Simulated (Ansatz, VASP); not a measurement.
InSb3 in VASP and in Ansatz

Contents of INCAR:

```
SYSTEM = InSb3
  PREC = Accurate
  ENCUT = 520
  EDIFF = 1E-6
  ISMEAR = 0
  SIGMA = 0.15
  LREAL = .False.
  LASPH = .True.
  NELM = 60
  ALGO = Normal
  ISIF = 2
  LWAVE = .False.
  LCHARG = .False.
  GGA = PE
  NBANDS = 22
```

Contents of KPOINTS:

```
regular mesh
0
Gamma
  10 10 10
  0 0 0
```

Contents of POSCAR:

```
InSb3
1.0
    4.9218824962      0.0000000000      0.0000000000
    0.0000000000      4.9218824962      0.0000000000
    0.0000000000      0.0000000000      4.3593113269
In Sb
1 3
Direct
    0.0000000000      0.0000000000      0.0000000000
    0.5000000000      0.0000000000      0.5000000000
    0.0000000000      0.5000000000      0.5000000000
    0.5000000000      0.5000000000      0.0000000000
```

Input for Ansatz:

```yaml
crystal:
  lattice:
    - [4.9218824962, 0.0, 0.0]
    - [0.0, 4.9218824962, 0.0]
    - [0.0, 0.0, 4.3593113269]
  atoms:
    - { symbol: In, position: [0.0, 0.0, 0.0] }
    - { symbol: Sb, position: [0.5, 0.0, 0.5] }
    - { symbol: Sb, position: [0.0, 0.5, 0.5] }
    - { symbol: Sb, position: [0.5, 0.5, 0.0] }
basis:
  ecutwfc: 420
kpoints:
  mp_grid: { grid: [10, 10, 10] }
hamiltonian:
  xc: pbe
  pseudopotentials: { kind: paw, azcp: { folder: soft_1 } }
scf:
  occupations: { method: gaussian, width: 0.15 }
output:
  forces: true
  stress: true
  eigenvalues: true
```

Alike in both runs: task single point; functional PBE; k mesh 10 × 10 × 10; occupations gaussian, width 0.15 eV; no spin polarisation.

|  | VASP | Ansatz |
| --- | --- | --- |
| version | VASP 6.6.1 | Ansatz 0.2.0 |
| potentials or method | VASP PAW PBE potentials, release 64 (In_d, Sb), cutoff 520 eV | scalar-relativistic, plane waves, PAW |
| valence electrons in the cell | 28 | 58 |

Ansatz gave:

| Quantity | Value |
| --- | --- |
| gap on the k mesh at the Fermi level (eV) | none |
| pressure (GPa) | 3.1 |
| traceless stress, the component that is largest in VASP (GPa) | -0.55 |

Problem. Estimate VASP's values.

Solution. gap on the k mesh at the Fermi level (eV): none; pressure (GPa): 3.0; traceless stress, the component that is largest in VASP (GPa): -0.55.

A gap of «none» marks a metal or a gap that the smearing closes. With one functional, cell and mesh, what is left measures potentials, basis and numerics. VASP's potentials hold 28 valence electrons a cell and Ansatz's 58, so a difference there can come from the potentials and not from the codes.

Spin-orbit coupling is off throughout.
